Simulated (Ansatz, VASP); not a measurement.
## Al: VASP beside Ansatz

POSCAR

```
Al
1.0
   -1.6069743552      1.6069743552      1.6069743552
    1.6069743552     -1.6069743552      1.6069743552
    1.6069743552      1.6069743552     -1.6069743552
Al
1
Direct
    0.0000000000      0.0000000000      0.0000000000
```

File INCAR.step1:

```
  PREC = Accurate
  ENCUT = 520
  ISMEAR = -1
  SIGMA = 0.08
  LREAL = F
  LASPH = T
  NELM = 80
  NBANDS = 8
  GGA = PE
  ALGO = Normal
  EDIFF = 1E-4
  LWAVE = T
  LCHARG = F
```

INCAR.step2

```
  PREC = Accurate
  ENCUT = 520
  EDIFF = 1E-8
  ISMEAR = -1
  SIGMA = 0.08
  LREAL = F
  LASPH = T
  NELM = 80
  ALGO = Normal
  ISIF = 2
  LWAVE = F
  LCHARG = F
  METAGGA = R2SCAN
  LMIXTAU = T
  LEFG = T
  NBANDS = 8
  ISTART = 1
```

File KPOINTS:

```
Automatic mesh
0
Gamma
  18 18 18
```

Input for Ansatz:

```yaml
crystal:
  lattice:
    - [-1.6069743552, 1.6069743552, 1.6069743552]
    - [1.6069743552, -1.6069743552, 1.6069743552]
    - [1.6069743552, 1.6069743552, -1.6069743552]
  atoms:
    - { symbol: Al, position: [0.0, 0.0, 0.0] }
kpoints:
  mp_grid: { grid: [18, 18, 18] }
scf:
  occupations: { method: fermi_dirac, width: 0.08 }
hamiltonian:
  xc: r2scan
  pseudopotentials: { kind: paw }
output:
  forces: true
  stress: true
  eigenvalues: true
  efg: { contact_densities: true }
```

Change from the starting cell: volume scaled by 1.03, PAW files.

Alike in both runs: task electric field gradients; functional r2SCAN; k mesh 18 × 18 × 18; occupations fermi-dirac, width 0.08 eV; no spin polarisation.

|  | VASP | Ansatz |
| --- | --- | --- |
| version | VASP 6.6.1 | Ansatz 0.2.0 |
| potentials or method | VASP PAW PBE potentials, release 64 (Al) | PAW with Ansatz's default frozen-core files, scalar-relativistic |
| plane-wave cutoff (eV) | 520 | 500 |
| valence electrons in the cell | 3 | 3 |

|  | VASP | Ansatz | Ansatz less VASP |
| --- | --- | --- | --- |
| pressure (GPa) | -2.1 | -1.9 | +0.29 |

VASP's potentials were made for PBE, not for r2SCAN.
